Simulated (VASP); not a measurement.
Write the native input for VASP 6.6.1 that does the following.

| Quantity | Value |
| --- | --- |
| Task | single point |
| Functional | LDA |
| Potentials or basis | VASP PAW LDA potentials, release 64 (Na_pv) |
| Cutoff | 520 eV |
| k mesh | 11 × 11 × 6 |
| Occupations | fermi-dirac, width 0.1 eV |
| Spin | no spin polarisation |
| Dipole correction | no |
| Further INCAR settings | ALGO = Normal; EDIFF = 1e-06; NBANDS = 14 |

The structure of Na lies in POSCAR:

```
Na
1.0
    3.5200376169      0.0000000000      0.0000000000
   -1.7600188084      3.0484419985      0.0000000000
    0.0000000000      0.0000000000      5.7471857344
Na
2
Direct
    0.3333333333      0.6666666667      0.2500000000
    0.6666666667      0.3333333333      0.7500000000
```

This isn't the form of Na at room conditions, which is bcc.

These files were run (other wordings do the same):

INCAR

```
SYSTEM = Na
PREC     = Accurate       ! precision mode
ENCUT    = 520            ! plane-wave cutoff, eV
EDIFF    = 1E-6           ! SCF threshold, eV
ISMEAR   = -1             ! smearing method
SIGMA    = 0.1            ! smearing width, eV
LREAL    = .False.        ! projectors in reciprocal space
LASPH    = .True.         ! aspherical terms in the spheres
NELM     = 60             ! most SCF steps
ALGO     = Normal         ! electronic algorithm
ISIF     = 2              ! what is computed and relaxed
LWAVE    = .False.        ! write WAVECAR
LCHARG   = .False.        ! write CHGCAR
NBANDS   = 14             ! bands
```

KPOINTS

```
Automatic mesh
0
Gamma
  11 11 6
  0 0 0
```

Potentials or basis: VASP PAW LDA potentials, release 64 (Na_pv).

Run with:

```console
$ cat potpaw_LDA.64/Na_pv/POTCAR > POTCAR
$ mpirun -np 1 vasp_std > vasp.out
```

Results of the run:

```
Pressure               : 0.9 GPa
Band gap on the k mesh : zero (bands 7 and 8 overlap by 4.49 eV)
```

Wall time 48 s on 1 thread of Intel Xeon 8259CL, with other jobs on the host, peak memory 0.17 GiB.
